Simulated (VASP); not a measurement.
# Fe (Fmmm) in VASP: a series of runs

Fe is run at these levels: PBE; tasks: single point.

Everything below comes from runs of VASP 6.6.1. Logs are shortened: lines on timing, memory, paths and dates and some standing lists are left out, and cuts for length are marked.

## Step 1: The cell of the first run

The structure is orthorhombic, space group Fmmm (No. 69). Conventional cell: a = 3.036 Å, b = 3.935 Å, c = 3.982 Å, α = 90.00°, β = 90.00°, γ = 90.00°. Within 3.3 Å of Fe (site symmetry mmm) lie 14 Fe at 2.48 to 3.04 Å.

## Step 2: Single point, PBE, collinear spin, antiferromagnetic start

Input file INCAR:

```
SYSTEM = Fe
PREC = Accurate
ENCUT = 520
EDIFF = 1E-6
ISMEAR = 0
SIGMA = 0.1
LREAL = .FALSE.
LASPH = .TRUE.
NELM = 150
ALGO = Fast
ISIF = 2
LWAVE = .FALSE.
LCHARG = .FALSE.
ISPIN = 2
MAGMOM = 4 -4
LORBIT = 11
LMAXMIX = 4
GGA = PE
NBANDS = 19
```

Input file KPOINTS:

```
Automatic mesh
0
G
  20 20 10
  0 0 0
```

Input file POSCAR:

```
Fe
1.0
    1.5181582831      3.9345836546      1.9909647747
    1.5181582831      0.0000000000      1.9909647747
    3.0363165663      3.9345836546      0.0000000000
Fe
2
Direct
    0.0000000000      0.0000000000      0.0000000000
    0.0000000000      0.0000000000      0.5000000000
```

Potentials or basis: VASP PAW PBE potentials, release 64 (Fe).

Launch:

```console
> cat potpaw_PBE.64/Fe/POTCAR > POTCAR
> mpirun -np 1 vasp_std > vasp.out
```

OUTCAR:

```text
SYSTEM = Fe
   PREC = Accurate
   ENCUT = 520
   EDIFF = 1E-6
   ISMEAR = 0
   LREAL = .FALSE.
   LASPH = .TRUE.
   NELM = 150
   ISIF = 2
   ISPIN = 2
   LORBIT = 11
   GGA = PE

 ion  position               nearest neighbor table
   1  0.000  0.000  0.000-   2 2.48   2 2.48   2 2.48   2 2.48   2 2.80   2 2.80   2 2.80   2 2.80

   2  0.000  0.000  0.500-   1 2.48   1 2.48   1 2.48   1 2.48   1 2.80   1 2.80   1 2.80   1 2.80

  LATTYP: Found a base centered orthorhombic cell.
 ALAT       =     3.0363165663
 B/A-ratio  =     1.3114342535
 C/A-ratio  =     1.2958410524

  Lattice vectors:

 A1 = (  -1.5181582831,   0.0000000000,  -1.9909647747)
 A2 = (  -1.5181582832,   0.0000000000,   1.9909647747)
 A3 = (   0.0000000000,   3.9345836546,   0.0000000000)

Analysis of symmetry for initial positions (statically):
=====================================================================
 Subroutine PRICEL returns following result:

  LATTYP: Found a face centered orthorhombic cell.
 ALAT       =     3.0363165663
 B/A-ratio  =     1.2958410524
 C/A-ratio  =     1.3114342535

  Lattice vectors:

 A1 = (  -0.0000000000,   1.9672918273,   1.9909647747)
 A2 = (   1.5181582831,   0.0000000000,   1.9909647747)
 A3 = (   1.5181582832,   1.9672918273,   0.0000000000)

   2 primitive cells build up your supercell.

 Routine SETGRP: Setting up the symmetry group for a
 base centered orthorhombic supercell.

 Subroutine GETGRP returns: Found  8 space group operations
 (whereof  8 operations were pure point group operations)
 out of a pool of  8 trial point group operations.

The static configuration has the point symmetry D_2h.

Analysis of symmetry for dynamics (positions and initial velocities):
=====================================================================
 Subroutine PRICEL returns following result:

  LATTYP: Found a face centered orthorhombic cell.
 ALAT       =     3.0363165663
 B/A-ratio  =     1.2958410524
 C/A-ratio  =     1.3114342535

  Lattice vectors:

 A1 = (  -0.0000000000,   1.9672918273,   1.9909647747)
 A2 = (   1.5181582831,   0.0000000000,   1.9909647747)
 A3 = (   1.5181582832,   1.9672918273,   0.0000000000)

   2 primitive cells build up your supercell.

 Routine SETGRP: Setting up the symmetry group for a
 base centered orthorhombic supercell.

 Subroutine GETGRP returns: Found  8 space group operations
 (whereof  8 operations were pure point group operations)
 out of a pool of  8 trial point group operations.

The dynamic configuration has the point symmetry D_2h.

Analysis of structural, dynamic, and magnetic symmetry:
=====================================================================
 Subroutine PRICEL returns following result:

  LATTYP: Found a face centered orthorhombic cell.
 ALAT       =     3.0363165663
 B/A-ratio  =     1.2958410524
 C/A-ratio  =     1.3114342535

  Lattice vectors:

 A1 = (  -0.0000000000,   1.9672918273,   1.9909647747)
 A2 = (   1.5181582831,   0.0000000000,   1.9909647747)
 A3 = (   1.5181582832,   1.9672918273,   0.0000000000)

   2 primitive cells build up your supercell.

 Routine SETGRP: Setting up the symmetry group for a
 base centered orthorhombic supercell.

 Subroutine GETGRP returns: Found  8 space group operations
 (whereof  8 operations were pure point group operations)
 out of a pool of  8 trial point group operations.

The overall configuration has the point symmetry D_2h.

 Subroutine INISYM returns: Found  8 space group operations
 (whereof  8 operations are pure point group operations),
 and found     2 'primitive' translations

----------------------------------------------------------------------------------------

                                     Primitive cell

  volume of cell :      11.8927

  direct lattice vectors                    reciprocal lattice vectors
    -0.000000000  1.967291827  1.990964775    -0.329346423  0.254156497  0.251134529
     1.518158283  0.000000000  1.990964775     0.329346423 -0.254156497  0.251134529
     1.518158283  1.967291827  0.000000000     0.329346423  0.254156497 -0.251134529

  length of vectors
     2.798960140  2.503746254  2.484963120     0.485935328  0.485935328  0.485935328

  position of ions in fractional coordinates (direct lattice)
     0.000000000  0.000000000  0.000000000

  ion indices of the primitive-cell ions
   primitive index   ion index
                 1           1

----------------------------------------------------------------------------------------

 KPOINTS: Automatic mesh

Automatic generation of k-mesh.
 Grid dimensions read from file:
 generate k-points for:   20   20   10

 Generating k-lattice:

  Cartesian coordinates                     Fractional coordinates (reciprocal lattice)
    -0.016467321  0.012707825  0.012556726     0.050000000 -0.000000000  0.000000000
     0.016467321 -0.012707825  0.012556726    -0.000000000  0.050000000  0.000000000
[... 70 lines left out ...]
   AEXX    =    0.0000 exact exchange contribution
   IVDW    =     0    specifies the selected vdW correction
   LEPSILON=     F    determine dielectric tensor
   LRPA    =     F    only Hartree local field effects (RPA)
 spin polarized calculation
 RMM-DIIS sequential band-by-band and
 Gauss-broadening in eV      SIGMA  =   0.10
  energy-cutoff  :      520.00
  volume of cell :       23.79
 maximum number of plane-waves:       661
   NGX = 17   NGY =  9   NGZ = 19

 number of electron      15.9999994 magnetization       0.0000000

 number of electron      15.9999994 magnetization      -0.0000000

 Free energy of the ion-electron system (eV)
  ---------------------------------------------------
  ext. energy  EPLUGINS =         0.00000000
  ---------------------------------------------------
  free energy    TOTEN  =       -16.06739980 eV

  energy without entropy =      -16.05221167  energy(sigma->0) =      -16.05980573

 E-fermi :   5.6368     XC(G=0): -12.8763

 val. band max:        5.6356342415   @ k =   0.4000  -0.0000   0.2000
 cond. band min:       5.6376526800   @ k =   0.3500  -0.4000   0.1000
 fundamental gap:      0.0020184385
 Fermi energy:         5.6367807794

 spin component 1

 k-point     1 :       0.0000    0.0000    0.0000
  band No.  band energies     occupation
      1      -2.7288      1.00000
      2       1.1225      1.00000
      3       2.3323      1.00000
      4       3.5163      1.00000
      5       4.0449      1.00000
      6       4.2048      1.00000
[... 11 lines left out ...]
     18      30.2331      0.00000
     19      30.4569      0.00000

 k-point     2 :       0.0500   -0.0000   -0.0000
  band No.  band energies     occupation
      1      -2.6309      1.00000
      2       1.1655      1.00000
      3       2.3535      1.00000
      4       3.5139      1.00000
      5       4.0441      1.00000
      6       4.1581      1.00000
[... 476 lines left out ...]
 k-point    24 :      -0.3500    0.0500    0.0000
  band No.  band energies     occupation
      1       0.9259      1.00000
      2       1.4261      1.00000
      3       2.7187      1.00000
      4       3.3567      1.00000
      5       3.8536      1.00000
      6       4.0604      1.00000
[... 11 lines left out ...]
     18      26.5722      0.00000
     19      29.8123      0.00000

 [... further k-points ...]

 spin component 2

 k-point     1 :       0.0000    0.0000    0.0000
  band No.  band energies     occupation
      1      -2.7288      1.00000
      2       1.1225      1.00000
      3       2.3323      1.00000
      4       3.5163      1.00000
      5       4.0449      1.00000
      6       4.2048      1.00000
[... 11 lines left out ...]
     18      30.2324      0.00000
     19      30.4600      0.00000

 k-point     2 :       0.0500   -0.0000   -0.0000
  band No.  band energies     occupation
      1      -2.6309      1.00000
      2       1.1655      1.00000
      3       2.3535      1.00000
      4       3.5139      1.00000
      5       4.0441      1.00000
      6       4.1581      1.00000
[... 476 lines left out ...]
 k-point    24 :      -0.3500    0.0500    0.0000
  band No.  band energies     occupation
      1       0.9259      1.00000
      2       1.4261      1.00000
      3       2.7187      1.00000
      4       3.3567      1.00000
      5       3.8536      1.00000
      6       4.0604      1.00000
[... 11 lines left out ...]
     18      26.5722      0.00000
     19      29.8119      0.00000

 [... further k-points ...]

------------------------ aborting loop because EDIFF is reached ----------------------------------------

  FORCE on cell =-STRESS in cart. coord.  units (eV):
  Direction    XX          YY          ZZ          XY          YZ          ZX
  --------------------------------------------------------------------------------------
  -------------------------------------------------------------------------------------
  Total       -0.9755917     -0.9165717     -3.1332792     -0.0000000      0.0000000      0.0000000
  in kB      -65.7157191    -61.7401418   -211.0572453     -0.0000000      0.0000000      0.0000000
  external PRESSURE =    -112.8377021 kB  Pullay stress =       0.0000000 kB

 VOLUME and BASIS-vectors are now :
 -----------------------------------------------------------------------------
  energy-cutoff  :      520.00
  volume of cell :       23.79
      direct lattice vectors                 reciprocal lattice vectors
     1.518158283  3.934583655  1.990964775    -0.329346423  0.254156497  0.251134529
     1.518158283  0.000000000  1.990964775     0.329346423 -0.254156497  0.251134529
     3.036316566  3.934583655  0.000000000     0.329346423  0.000000000 -0.251134529

 POSITION                                       TOTAL-FORCE (eV/Angst)
 -----------------------------------------------------------------------------------
      0.00000      0.00000      0.00000         0.000000     -0.000000     -0.000000
      1.51816      1.96729      0.00000         0.000000      0.000000      0.000000
 -----------------------------------------------------------------------------------
    total drift:                               -0.000000     -0.000000      0.000000

  FREE ENERGIE OF THE ION-ELECTRON SYSTEM (eV)
  ---------------------------------------------------
  free  energy   TOTEN  =       -16.0673997990 eV

  energy  without entropy=      -16.0522116663  energy(sigma->0) =      -16.05980573

 total charge

# of ion       s       p       d       tot
------------------------------------------
    1        0.474   0.519   6.177   7.170
    2        0.474   0.519   6.177   7.170
--------------------------------------------------
tot          0.947   1.039  12.353  14.340

 magnetization (x)

# of ion       s       p       d       tot
------------------------------------------
    1        0.018   0.034   1.972   2.024
    2       -0.018  -0.034  -1.972  -2.024
--------------------------------------------------
tot         -0.000   0.000   0.000  -0.000
```

Run time: 14 min. Hardware: 1 thread of Intel Xeon Platinum 8488C (Sapphire Rapids), shared host; peak memory 0.5 GiB.

Results:

| Property | Result |
| --- | --- |
| Free energy | -16.0674 eV |
| Pressure | -11.3 GPa |
| Band gap on the k mesh | zero (filled and empty bands overlap) |
| Net moment | 0.00 μB per cell |
| Site moments | Fe +2.02, -2.02 μB |
| Valence electrons inside the program's atomic spheres | Fe 7.17 |

Levels at points of the mesh, in eV from the Fermi level:
Spin up:
| k point | band 5 | band 6 | band 7 | band 8 | band 9 | band 10 | band 11 | band 12 |
| --- | --- | --- | --- | --- | --- | --- | --- | --- |
| (0.00, 0.00, 0.00) | -1.59 | -1.43 | -1.41 | -0.72 | 0.85 | 1.17 | 1.30 | 1.31 |
| (0.50, 0.00, 0.00) | -1.49 | -0.96 | 0.07 | 0.15 | 0.43 | 0.97 | 1.10 | 1.48 |
| (0.50, 0.50, 0.00) | 0.02 | 0.08 | 0.46 | 0.66 | 0.93 | 0.96 | 1.71 | 7.51 |
| (0.00, 0.00, 0.50) | -1.87 | -1.60 | -1.43 | -1.31 | 0.83 | 1.11 | 1.84 | 3.06 |
| (0.50, 0.00, 0.50) | -1.73 | -1.49 | -1.44 | -1.32 | -0.91 | 0.35 | 1.08 | 1.17 |
| (0.00, 0.50, 0.50) | -2.07 | -1.52 | -0.79 | 0.09 | 0.26 | 1.69 | 5.50 | 5.94 |
Spin down:
| k point | band 6 | band 7 | band 8 | band 9 | band 10 | band 11 |
| --- | --- | --- | --- | --- | --- | --- |
| (0.00, 0.00, 0.00) | -1.43 | -1.41 | -0.72 | 0.85 | 1.17 | 1.30 |
| (0.50, 0.00, 0.00) | -0.96 | 0.07 | 0.15 | 0.43 | 0.97 | 1.10 |
| (0.50, 0.50, 0.00) | 0.08 | 0.46 | 0.66 | 0.93 | 0.96 | 1.71 |
| (0.00, 0.00, 0.50) | -1.60 | -1.43 | -1.31 | 0.83 | 1.11 | 1.84 |
| (0.50, 0.00, 0.50) | -1.49 | -1.44 | -1.32 | -0.91 | 0.35 | 1.08 |
| (0.00, 0.50, 0.50) | -1.52 | -0.79 | 0.09 | 0.26 | 1.69 | 5.50 |

## Step 3: Single point, PBE, collinear spin, ferromagnetic start

This run uses another cell than the first one: it holds 1 atom, not 2.

Input file INCAR:

```
PREC     = Accurate       # precision mode
ENCUT    = 520            # plane-wave cutoff, eV
EDIFF    = 1E-7           # SCF threshold, eV
ISMEAR   = 0              # smearing method
SIGMA    = 0.1            # smearing width, eV
LREAL    = False          # projectors in reciprocal space
LASPH    = True           # aspherical terms in the spheres
NELM     = 150            # most SCF steps
ALGO     = Normal         # electronic algorithm
ISIF     = 2              # what is computed and relaxed
LWAVE    = False          # write WAVECAR
LCHARG   = True           # write CHGCAR
ISPIN    = 2              # spin polarisation
MAGMOM   = 4              # initial moments
LORBIT   = 11             # projections on sites
LMAXMIX  = 4              # l up to which the mixer works
GGA      = PE             # functional
LELF     = True           # ELF
LVHAR    = True         
NBANDS   = 14             # bands
```

Input file KPOINTS:

```
regular mesh
0
Gamma
  20 20 20
```

Input file POSCAR:

```
Fe
1.0
    0.0000000000      1.9417396906      1.9651051623
    1.4984397099      0.0000000000      1.9651051623
    1.4984397099      1.9417396906      0.0000000000
Fe
1
Direct
    0.0000000000      0.0000000000      0.0000000000
```

Potentials or basis: VASP PAW PBE potentials, release 64 (Fe).

Launch:

```console
> cat potpaw_PBE.64/Fe/POTCAR > POTCAR
> mpirun -np 1 vasp_std > vasp.out
```

Run time: 7.7 min. Hardware: 1 thread of Oxide Virtual Turin-like, shared host; peak memory 0.35 GiB.

Results (log left out):

- Free energy: -8.2277 eV
- Pressure: -0.6 GPa
- Net moment: 2.22 μB per cell
- Site moments: Fe +2.22 μB
- Valence electrons inside the program's atomic spheres: Fe 7.25

Stress tensor (GPa, compression positive):
```
-5.84  0.00  0.00
 0.00  2.97  0.00
 0.00  0.00  1.05
```

Levels at points of the mesh, in eV from the Fermi level:
Spin up:
```csv
k point,band 2,band 3,band 4,band 5,band 6,band 7,band 8,band 9
"(0.00, 0.00, 0.00)",-2.45,-2.36,-2.04,-1.34,-0.95,23.87,25.34,25.60
"(0.50, 0.00, 0.00)",-3.18,-1.39,-0.80,0.29,0.31,7.03,18.91,21.04
"(0.50, 0.50, 0.00)",-3.72,-0.76,-0.70,0.38,0.86,7.73,17.31,18.61
"(0.50, 0.00, 0.50)",-3.70,-0.79,-0.75,0.45,1.09,8.00,17.08,18.38
"(0.00, 0.50, 0.50)",-4.72,-0.05,0.09,0.20,7.89,10.94,10.95,14.45
```
Spin down:
| k point | band 1 | band 2 | band 3 | band 4 | band 5 | band 6 | band 7 | band 8 |
| --- | --- | --- | --- | --- | --- | --- | --- | --- |
| (0.00, 0.00, 0.00) | -8.24 | -0.60 | -0.45 | 0.06 | 1.31 | 1.92 | 23.58 | 25.13 |
| (0.50, 0.00, 0.00) | -3.62 | -1.38 | 0.41 | 1.19 | 1.96 | 2.57 | 8.42 | 18.91 |
| (0.50, 0.50, 0.00) | -3.58 | -2.10 | 0.99 | 1.95 | 2.09 | 2.61 | 9.12 | 17.47 |
| (0.50, 0.00, 0.50) | -3.56 | -2.04 | 1.22 | 1.89 | 2.03 | 2.63 | 9.38 | 17.23 |
| (0.00, 0.50, 0.50) | -3.08 | -2.89 | 2.29 | 2.29 | 2.35 | 8.15 | 11.23 | 11.24 |

## Step 4: Single point, PBE, collinear spin, ferromagnetic start

This run uses another cell than the first one: it holds 1 atom, not 2.

Input file INCAR:

```
SYSTEM = Fe
PREC = Accurate
ENCUT = 520
EDIFF = 1E-6
ISMEAR = 0
SIGMA = 0.1
LREAL = .False.
LASPH = .True.
NELM = 150
ALGO = Normal
ISIF = 2
LWAVE = .False.
LCHARG = .True.
ISPIN = 2
MAGMOM = 4
LORBIT = 11
LMAXMIX = 4
GGA = PE
LELF = .True.
LVHAR = .True.
NBANDS = 14
```

Input file KPOINTS:

```
Automatic mesh
0
Gamma
  20 20 20
  0 0 0
```

Input file POSCAR:

```
Fe
1.0
    0.0000000000      1.9672918273      1.9909647747
    1.5181582831      0.0000000000      1.9909647747
    1.5181582831      1.9672918273      0.0000000000
Fe
1
Direct
    0.0000000000      0.0000000000      0.0000000000
```

Launch:

```console
> cat potpaw_PBE.64/Fe/POTCAR > POTCAR
> mpirun -np 1 vasp_std > vasp.out
```

Wall time 6.3 min (1 thread of Oxide Virtual Turin-like, shared host); peak memory 0.35 GiB.

It converged, with:

```
Free energy                                           : -8.2165 eV
Pressure                                              : -7.0 GPa
Net moment                                            : 2.29 μB per cell
Site moments                                          : Fe +2.30 μB
Valence electrons inside the program's atomic spheres : Fe 7.18
```

Stress tensor (GPa, compression positive):
```
-11.51   0.00   0.00
  0.00  -3.98   0.00
  0.00   0.00  -5.49
```

Levels at points of the mesh, in eV from the Fermi level:
Spin up:
```tsv
k point	band 3	band 4	band 5	band 6	band 7	band 8
(0.00, 0.00, 0.00)	-2.27	-1.97	-1.31	-0.95	23.54	24.96
(0.50, 0.00, 0.00)	-1.36	-0.80	0.22	0.36	6.71	18.61
(0.50, 0.50, 0.00)	-0.77	-0.71	0.31	0.89	7.40	17.00
(0.50, 0.00, 0.50)	-0.80	-0.76	0.38	1.11	7.67	16.78
(0.00, 0.50, 0.50)	-0.10	0.04	0.15	7.69	10.67	10.67
```
Spin down:
```
           k point  band 1  band 2  band 3  band 4  band 5  band 6  band 7  band 8
(0.00, 0.00, 0.00)   -7.99   -0.42   -0.28    0.20    1.39    1.98   23.23   24.73
(0.50, 0.00, 0.00)   -3.36   -1.16    0.44    1.28    2.01    2.59    8.14   18.59
(0.50, 0.50, 0.00)   -3.31   -1.85    1.00    2.01    2.13    2.62    8.82   17.14
(0.50, 0.00, 0.50)   -3.28   -1.80    1.22    1.95    2.07    2.64    9.07   16.91
(0.00, 0.50, 0.50)   -2.79   -2.61    2.32    2.32    2.38    7.94   10.96   10.96
```

## Step 5: The runs side by side

| spin | cell | k mesh | gap on the mesh (eV) | pressure (GPa) | moment (μB) |
| --- | --- | --- | --- | --- | --- |
| collinear, antiferromagnetic start | a = 4.664, b = 2.504, c = 4.970 Å, angles 68.3, 29.9, 57.5°, 2 atoms | 20 × 20 × 10 | none | -11.3 | 0.00 |
| collinear, ferromagnetic start | a = 2.763, b = 2.471, c = 2.453 Å, angles 68.3, 56.2, 55.6°, 1 atom | 20 × 20 × 20 | none | -0.6 | 2.22 |
| collinear, ferromagnetic start | a = 2.799, b = 2.504, c = 2.485 Å, angles 68.3, 56.2, 55.6°, 1 atom | 20 × 20 × 20 | none | -7.0 | 2.29 |

Alike in all rows: task single point; level PBE; potentials or basis VASP PAW PBE potentials, release 64 (Fe); cutoff (eV) 520; smearing gaussian 0.1 eV.

Absolute energies hang on the potentials; compare differences alone.
